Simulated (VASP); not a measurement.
Here is a VASP 6.6.1 calculation.

POSCAR

```
PbS
1.0
    0.0000000000      2.9657500000      2.9657500000
    2.9657500000      0.0000000000      2.9657500000
    2.9657500000      2.9657500000      0.0000000000
Pb S
1 1
Direct
    0.0000000000      0.0000000000      0.0000000000
    0.5000000000      0.5000000000      0.5000000000
```

File INCAR.step1:

```
PREC = Accurate ; ENCUT = 520
EDIFF = 1E-5 ; ISMEAR = -1
SIGMA = 0.05 ; LREAL = False
LASPH = True ; NELM = 100
ALGO = Normal ; ISIF = 2
LWAVE = True ; LCHARG = False
NBANDS = 17 ; GGA = PE
```

File INCAR.step2:

```
PREC = Accurate ; ENCUT = 520
EDIFF = 1E-7 ; ISMEAR = -1
SIGMA = 0.05 ; LREAL = False
LASPH = True ; NELM = 100
ALGO = Normal ; ISIF = 2
LWAVE = False ; LCHARG = False
GGA = B5 ; LHFCALC = True
AEXX = 0.5 ; ALDAX = 0.5
AGGAX = 0.5 ; AGGAC = 1.0
ALDAC = 0.0 ; PRECFOCK = Normal
NBANDS = 17 ; ISTART = 1
```

File KPOINTS:

```
Automatic mesh
0
Gamma
  5 5 5
```

Potentials or basis: VASP PAW PBE potentials, release 64 (Pb_d, S).

Command:

```console
$ cat potpaw_PBE.64/Pb_d/POTCAR potpaw_PBE.64/S/POTCAR > POTCAR
$ cp INCAR.step1 INCAR
$ mpirun -np 1 vasp_std > vasp.out
$ cp INCAR.step2 INCAR
$ mpirun -np 1 vasp_std > vasp.out
```

Question: What does it give for the pressure?

Answer: 3.6 GPa.

Caveat: the cell stands under pressure; the PAW data sets were made with another functional, which shifts forces and pressure a little.
